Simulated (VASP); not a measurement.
# BeS (pbe) (F-43m) in VASP: notebook

BeS (pbe) is run at these levels: PBE; tasks: single point, relaxation of cell and atoms.

Program: VASP 6.6.1. These are calculated values, not measurements. Logs are shortened: lines on timing, memory, paths and dates and some standing lists are left out, and cuts for length are marked.

## Step 1: The cell of the first run

The structure is cubic, space group F-43m (No. 216). The conventional cell has a = 4.870 Å, b = 4.870 Å, c = 4.870 Å, α = 90.00°, β = 90.00°, γ = 90.00°. Within 2.8 Å of Be (site symmetry -43m) lie 4 S at 2.11 Å. Within 2.8 Å of S (site symmetry -43m) lie 4 Be at 2.11 Å.

## Step 2: Single point, PBE

INCAR reads:

```
SYSTEM = BeS
PREC = Accurate
ENCUT = 600
EDIFF = 1E-6
ISMEAR = 0
SIGMA = 0.1
LREAL = .False.
LASPH = .True.
NELM = 120
ALGO = Normal
ISIF = 2
LWAVE = .False.
LCHARG = .False.
GGA = PE
NBANDS = 11
GGA_COMPAT = .False.
```

KPOINTS reads:

```
Automatic mesh
0
Gamma
  6 6 6
  0 0 0
```

POSCAR reads:

```
BeS
1.0
    0.0000000000      2.4350000000      2.4350000000
    2.4350000000      0.0000000000      2.4350000000
    2.4350000000      2.4350000000      0.0000000000
Be S
1 1
Direct
    0.0000000000      0.0000000000      0.0000000000
    0.2500000000      0.2500000000      0.2500000000
```

Potentials or basis: VASP PAW PBE potentials, release 64 (Be, S).

The run is started by

```
$ cat potpaw_PBE.64/Be/POTCAR potpaw_PBE.64/S/POTCAR > POTCAR
$ mpirun -np 1 vasp_std > vasp.out
```

OUTCAR:

```text
SYSTEM = BeS
   PREC = Accurate
   ENCUT = 600
   EDIFF = 1E-6
   ISMEAR = 0
   LREAL = .False.
   LASPH = .True.
   NELM = 120
   ISIF = 2
   GGA = PE

 ion  position               nearest neighbor table
   1  0.000  0.000  0.000-   2 2.11   2 2.11   2 2.11   2 2.11
   2  0.250  0.250  0.250-   1 2.11   1 2.11   1 2.11   1 2.11

  LATTYP: Found a face centered cubic cell.
 ALAT       =     4.8700000000

  Lattice vectors:

 A1 = (   0.0000000000,   2.4350000000,   2.4350000000)
 A2 = (   2.4350000000,   0.0000000000,   2.4350000000)
 A3 = (   2.4350000000,   2.4350000000,   0.0000000000)

Analysis of symmetry for initial positions (statically):
=====================================================================
 Subroutine PRICEL returns:
 Original cell was already a primitive cell.

 Routine SETGRP: Setting up the symmetry group for a
 face centered cubic supercell.

 Subroutine GETGRP returns: Found 24 space group operations
 (whereof 24 operations were pure point group operations)
 out of a pool of 48 trial point group operations.

The static configuration has the point symmetry T_d .

Analysis of symmetry for dynamics (positions and initial velocities):
=====================================================================
 Subroutine PRICEL returns:
 Original cell was already a primitive cell.

 Routine SETGRP: Setting up the symmetry group for a
 face centered cubic supercell.

 Subroutine GETGRP returns: Found 24 space group operations
 (whereof 24 operations were pure point group operations)
 out of a pool of 48 trial point group operations.

The dynamic configuration has the point symmetry T_d .

 Subroutine INISYM returns: Found 24 space group operations
 (whereof 24 operations are pure point group operations),
 and found     1 'primitive' translations

----------------------------------------------------------------------------------------

                                     Primitive cell

  volume of cell :      28.8753

  direct lattice vectors                    reciprocal lattice vectors
     0.000000000  2.435000000  2.435000000    -0.205338809  0.205338809  0.205338809
     2.435000000  0.000000000  2.435000000     0.205338809 -0.205338809  0.205338809
     2.435000000  2.435000000  0.000000000     0.205338809  0.205338809 -0.205338809

  length of vectors
     3.443610024  3.443610024  3.443610024     0.355657250  0.355657250  0.355657250

  position of ions in fractional coordinates (direct lattice)
     0.000000000  0.000000000  0.000000000
     0.250000000  0.250000000  0.250000000

  ion indices of the primitive-cell ions
   primitive index   ion index
                 1           1
                 2           2

----------------------------------------------------------------------------------------

 KPOINTS: Automatic mesh

Automatic generation of k-mesh.
 Grid dimensions read from file:
 generate k-points for:    6    6    6

 Generating k-lattice:

  Cartesian coordinates                     Fractional coordinates (reciprocal lattice)
    -0.034223135  0.034223135  0.034223135     0.166666667  0.000000000  0.000000000
     0.034223135 -0.034223135  0.034223135     0.000000000  0.166666667  0.000000000
     0.034223135  0.034223135 -0.034223135     0.000000000  0.000000000  0.166666667

  Length of vectors
     0.059276208  0.059276208  0.059276208

  Shift w.r.t. Gamma in fractional coordinates (k-lattice)
     0.000000000  0.000000000  0.000000000

 Subroutine IBZKPT returns following result:
 ===========================================

 Found     16 irreducible k-points:

 Following reciprocal coordinates:
            Coordinates               Weight
  0.000000  0.000000  0.000000      1.000000
  0.166667  0.000000  0.000000      8.000000
  0.333333  0.000000  0.000000      8.000000
  0.500000  0.000000  0.000000      4.000000
  0.166667  0.166667  0.000000      6.000000
  0.333333  0.166667  0.000000     24.000000
[... 8 lines left out ...]
 -0.333333  0.333333  0.166667     24.000000
 -0.333333  0.500000  0.166667     12.000000
   k-points           NKPTS =     16   k-points in BZ     NKDIM =     16   number of bands    NBANDS=     11
   number of dos      NEDOS =    301   number of ions     NIONS =      2
   total plane-waves  NPLWV =  21952
   dimension x,y,z NGX =    28 NGY =   28 NGZ =   28
   dimension x,y,z NGXF=    56 NGYF=   56 NGZF=   56
   ions per type =               1   1
   NGX,Y,Z   is equivalent  to a cutoff of  13.52, 13.52, 13.52 a.u.
   NGXF,Y,Z  is equivalent  to a cutoff of  27.03, 27.03, 27.03 a.u.
 SYSTEM =  BeS
   PREC   = accura    normal or accurate (medium, high low for compatibility)
   ISTART =      0    job   : 0-new  1-cont  2-samecut
   ICHARG =      2    charge: 1-file 2-atom 10-const
   ISPIN  =      1    spin polarized calculation?
   LNONCOLLINEAR =      F non collinear calculations
   LSORBIT =      F    spin-orbit coupling
   LASPH  =      T    aspherical Exc in radial PAW
   ENCUT  =  600.0 eV  44.10 Ry    6.64 a.u.   6.88  6.88  6.88*2*pi/ulx,y,z
   NELM   =    120;   NELMIN=  2; NELMDL= -5     # of ELM steps
   EDIFF  = 0.1E-05   stopping-criterion for ELM
   LREAL  =      F    real-space projection
   EDIFFG = 0.1E-04   stopping-criterion for IOM
   NSW    =      0    number of steps for IOM
   IBRION =     -1    ionic relax: 0-MD 1-quasi-New 2-CG
   NFREE  =      0    steps in history (QN), initial steepest desc. (CG)
   ISIF   =      2    stress and relaxation
   ISYM   =      2    0-nonsym 1-usesym 2-fastsym
   POTIM  = 0.5000    time-step for ionic-motion
   TEBEG  =    0.0;   TEEND  =   0.0 temperature during run
   PSTRESS=    0.0 pullay stress
   NELECT =       8.0000    total number of electrons
   NUPDOWN=      -1.0000    fix difference up-down
   EMIN   =  10.00;   EMAX   =-10.00  energy-range for DOS
   EFERMI =   0.00;   METHOD = LEGACY
   ISMEAR =     0;   SIGMA  =   0.10  broadening in eV -4-tet -1-fermi 0-gaus
   EFERMI_NEDOS =   21; number of points for ismear=-14 and -15
   IALGO  =     38    algorithm
   IMIX   =      4    mixing-type and parameters
     AMIX     =   0.40;   BMIX     =  1.00
     AMIX_MAG =   1.60;   BMIX_MAG =  1.00
  volume/ion in A,a.u.               =      14.44        97.43
  Fermi-wavevector in a.u.,A,eV,Ry     =   1.067241  2.016793 15.497083  1.139003
  Thomas-Fermi vector in A             =   2.202851
   LORBIT       =      0    0 simple, 1 ext, 2 COOP (PROOUT), +10 PAW based schemes
   GGA     = PE    functional components
   LHFCALC =     F    Hartree Fock is set to
   AEXX    =    0.0000 exact exchange contribution
   IVDW    =     0    specifies the selected vdW correction
   LEPSILON=     F    determine dielectric tensor
   LRPA    =     F    only Hartree local field effects (RPA)
 non-spin polarized calculation
 Gauss-broadening in eV      SIGMA  =   0.10
  energy-cutoff  :      600.00
  volume of cell :       28.88
 maximum number of plane-waves:       982
   NGX = 13   NGY = 13   NGZ = 13

 number of electron       7.9999999 magnetization

 Free energy of the ion-electron system (eV)
  ---------------------------------------------------
  ext. energy  EPLUGINS =         0.00000000
  ---------------------------------------------------
  free energy    TOTEN  =       -10.01079391 eV

  energy without entropy =      -10.01079391  energy(sigma->0) =      -10.01079391

 E-fermi :   4.5243     XC(G=0):  -9.6789

 val. band max:        4.0494449247   @ k =   0.0000   0.0000   0.0000
 cond. band min:       7.1867199155   @ k =   0.5000   0.5000   0.0000
 fundamental gap:      3.1372749909
 Fermi energy:         4.5242621176

 k-point     1 :       0.0000    0.0000    0.0000
  band No.  band energies     occupation
      1      -9.5607      2.00000
      2       4.0494      2.00000
      3       4.0494      2.00000
      4       4.0494      2.00000
      5       9.7228      0.00000
      6       9.7228      0.00000
      7       9.7228      0.00000
      8       9.8311      0.00000
      9      16.8379      0.00000
     10      16.8379      0.00000
     11      18.8254      0.00000

 k-point     2 :       0.1667    0.0000    0.0000
  band No.  band energies     occupation
      1      -9.2553      2.00000
      2       2.1825      2.00000
      3       3.7295      2.00000
      4       3.7295      2.00000
      5       9.6085      0.00000
      6      10.2800      0.00000
      7      10.2800      0.00000
      8      11.8283      0.00000
      9      15.9276      0.00000
     10      15.9276      0.00000
     11      18.5528      0.00000

 k-point     3 :       0.3333    0.0000    0.0000
  band No.  band energies     occupation
      1      -8.4952      2.00000
      2      -0.4526      2.00000
      3       3.2340      2.00000
      4       3.2340      2.00000
      5       9.5267      0.00000
      6      10.7059      0.00000
      7      10.7059      0.00000
      8      14.3666      0.00000
      9      16.6512      0.00000
     10      16.6512      0.00000
     11      18.2231      0.00000

 k-point     4 :       0.5000    0.0000    0.0000
  band No.  band energies     occupation
      1      -7.9837      2.00000
      2      -1.6593      2.00000
      3       3.0320      2.00000
      4       3.0320      2.00000
      5       9.4831      0.00000
      6      10.6135      0.00000
      7      10.6135      0.00000
      8      15.1983      0.00000
      9      18.9313      0.00000
     10      18.9313      0.00000
     11      19.1299      0.00000

 k-point     5 :       0.1667    0.1667    0.0000
  band No.  band energies     occupation
      1      -9.1536      2.00000
      2       2.5248      2.00000
      3       3.1367      2.00000
      4       3.1367      2.00000
      5       9.0427      0.00000
      6      11.2407      0.00000
      7      11.2741      0.00000
      8      11.2741      0.00000
      9      14.4396      0.00000
     10      17.4260      0.00000
     11      19.8716      0.00000
[... 99 lines left out ...]
 k-point    13 :       0.5000    0.5000    0.0000
  band No.  band energies     occupation
      1      -7.4526      2.00000
      2      -0.9075      2.00000
      3       1.4504      2.00000
      4       1.4504      2.00000
      5       7.1867      0.00000
      6       8.9767      0.00000
      7      16.7316      0.00000
      8      16.7316      0.00000
      9      19.4457      0.00000
     10      20.3808      0.00000
     11      20.8783      0.00000

 k-point    14 :       0.5000    0.3333    0.1667
  band No.  band energies     occupation
      1      -7.9356      2.00000
      2      -0.2817      2.00000
      3       1.1041      2.00000
      4       2.1713      2.00000
      5       9.8061      0.00000
      6      11.0854      0.00000
      7      11.8139      0.00000
      8      14.2889      0.00000
      9      16.6101      0.00000
     10      18.5803      0.00000
     11      20.6257      0.00000

 k-point    15 :      -0.3333    0.3333    0.1667
  band No.  band energies     occupation
      1      -7.5638      2.00000
      2      -0.7481      2.00000
      3       0.6551      2.00000
      4       1.7039      2.00000
      5      10.2300      0.00000
      6      11.0566      0.00000
      7      13.4504      0.00000
      8      14.2835      0.00000
      9      15.2238      0.00000
     10      19.4385      0.00000
     11      20.3055      0.00000

 k-point    16 :      -0.3333    0.5000    0.1667
  band No.  band energies     occupation
      1      -7.4133      2.00000
      2      -0.4931      2.00000
      3       0.6840      2.00000
      4       0.9126      2.00000
      5       9.1998      0.00000
      6      10.7148      0.00000
      7      14.0148      0.00000
      8      14.4767      0.00000
      9      18.4071      0.00000
     10      18.4552      0.00000
     11      20.9602      0.00000

------------------------ aborting loop because EDIFF is reached ----------------------------------------

  FORCE on cell =-STRESS in cart. coord.  units (eV):
  Direction    XX          YY          ZZ          XY          YZ          ZX
  --------------------------------------------------------------------------------------
  -------------------------------------------------------------------------------------
  Total        0.0783447      0.0783447      0.0783447      0.0000000      0.0000000      0.0000000
  in kB        4.3470383      4.3470383      4.3470383      0.0000000      0.0000000      0.0000000
  external PRESSURE =       4.3470383 kB  Pullay stress =       0.0000000 kB

 VOLUME and BASIS-vectors are now :
 -----------------------------------------------------------------------------
  energy-cutoff  :      600.00
  volume of cell :       28.88
      direct lattice vectors                 reciprocal lattice vectors
     0.000000000  2.435000000  2.435000000    -0.205338809  0.205338809  0.205338809
     2.435000000  0.000000000  2.435000000     0.205338809 -0.205338809  0.205338809
     2.435000000  2.435000000  0.000000000     0.205338809  0.205338809 -0.205338809

 POSITION                                       TOTAL-FORCE (eV/Angst)
 -----------------------------------------------------------------------------------
      0.00000      0.00000      0.00000         0.000000      0.000000      0.000000
      1.21750      1.21750      1.21750        -0.000000     -0.000000     -0.000000
 -----------------------------------------------------------------------------------
    total drift:                               -0.000000     -0.000000      0.000000

  FREE ENERGIE OF THE ION-ELECTRON SYSTEM (eV)
  ---------------------------------------------------
  free  energy   TOTEN  =       -10.0107939056 eV

  energy  without entropy=      -10.0107939056  energy(sigma->0) =      -10.01079391
```

It took 11 s on 1 thread of Intel Xeon 8259CL, shared host; peak memory 0.15 GiB.

What came out:

```yaml
Free_energy: -10.0108 eV
Pressure: 0.4 GPa
Band_gap_on_the_k_mesh: 3.14 eV, indirect (least direct gap 5.67 eV)
```

Levels at points of the mesh, in eV from the valence-band top:
```csv
k point,band 2,band 3,band 4,band 5,band 6,band 7
"(0.00, 0.00, 0.00)",0.00,0.00,0.00,5.67,5.67,5.67
"(0.50, 0.00, 0.00)",-5.71,-1.02,-1.02,5.43,6.56,6.56
"(0.50, 0.50, 0.00)",-4.96,-2.60,-2.60,3.14,4.93,12.68
```

A k mesh can miss the band edges.

## Step 3: Single point, PBE

This run uses another cell than the first one, of 14.49 Å³/atom, 1.004 times its volume.

INCAR reads:

```
  PREC = Accurate
  ENCUT = 600
  EDIFF = 1E-6
  ISMEAR = 0
  SIGMA = 0.02
  LREAL = False
  LASPH = True
  NELM = 120
  ALGO = Normal
  ISIF = 2
  LWAVE = False
  LCHARG = False
  GGA = PE
  NBANDS = 11
  GGA_COMPAT = False
```

KPOINTS reads:

```
Automatic mesh
0
Gamma
  8 8 8
```

POSCAR reads:

```
BeS
1.0
    0.0000000000      2.4379030772      2.4379030772
    2.4379030772      0.0000000000      2.4379030772
    2.4379030772      2.4379030772      0.0000000000
Be S
1 1
Direct
    0.0000000000      0.0000000000      0.0000000000
    0.2500000000      0.2500000000      0.2500000000
```

Potentials or basis: VASP PAW PBE potentials, release 64 (Be, S).

The run is started by

```
$ cat potpaw_PBE.64/Be/POTCAR potpaw_PBE.64/S/POTCAR > POTCAR
$ mpirun -np 1 vasp_std > vasp.out
```

Wall time 14 s (1 thread of Intel Xeon 8259CL, shared host); peak memory 0.15 GiB.

It converged, with:

```yaml
Free_energy: -10.0135 eV
Pressure: 0.1 GPa
Band_gap_on_the_k_mesh: 3.15 eV, indirect (least direct gap 5.68 eV)
```

Levels at points of the mesh, in eV from the valence-band top:
| k point | band 2 | band 3 | band 4 | band 5 | band 6 | band 7 |
| --- | --- | --- | --- | --- | --- | --- |
| (0.00, 0.00, 0.00) | 0.00 | 0.00 | 0.00 | 5.68 | 5.68 | 5.68 |
| (0.50, 0.00, 0.00) | -5.69 | -1.01 | -1.01 | 5.42 | 6.57 | 6.57 |
| (0.50, 0.50, 0.00) | -4.94 | -2.59 | -2.59 | 3.15 | 4.93 | 12.65 |

A k mesh can miss the band edges. As with any semilocal functional, this PBE gap is likely too small.

[end of part 1 of 2]
